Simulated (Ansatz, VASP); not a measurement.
## MnS in VASP and in Ansatz

```
CELL_PARAMETERS angstrom
0.00000 2.60450 2.60450
2.60450 0.00000 2.60450
2.60450 2.60450 0.00000
ATOMIC_POSITIONS crystal
Mn 0.00000 0.00000 0.00000
S 0.50000 0.50000 0.50000
```

Alike in both runs: task single point; functional PBE; k mesh 3 × 3 × 3; occupations fermi-dirac, width 0.15 eV; collinear spin.

|  | VASP | Ansatz |
| --- | --- | --- |
| version | VASP 6.6.1 | Ansatz 0.2.0 |
| potentials or method | VASP PAW PBE potentials, release 64 (Mn_pv, S), cutoff 520 eV | plane waves, PAW |
| valence electrons in the cell | 19 | 21 |

```csv
,VASP,Ansatz,Ansatz less VASP
pressure (GPa),-4.2,-4.2,+0.01
net moment per atom (μB),2.25,2.25,0.000
size of the moment on the site where the two differ most (μB),4.14,4.09,-0.045
```

Site moments also hang on the region over which each program counts them. The functional is the same, so the differences come from potentials, cutoffs and numerics. VASP's potentials hold 19 valence electrons a cell and Ansatz's 21, so a difference there can come from the potentials and not from the codes.

The k mesh is coarse, so the values compare programs but aren't converged.
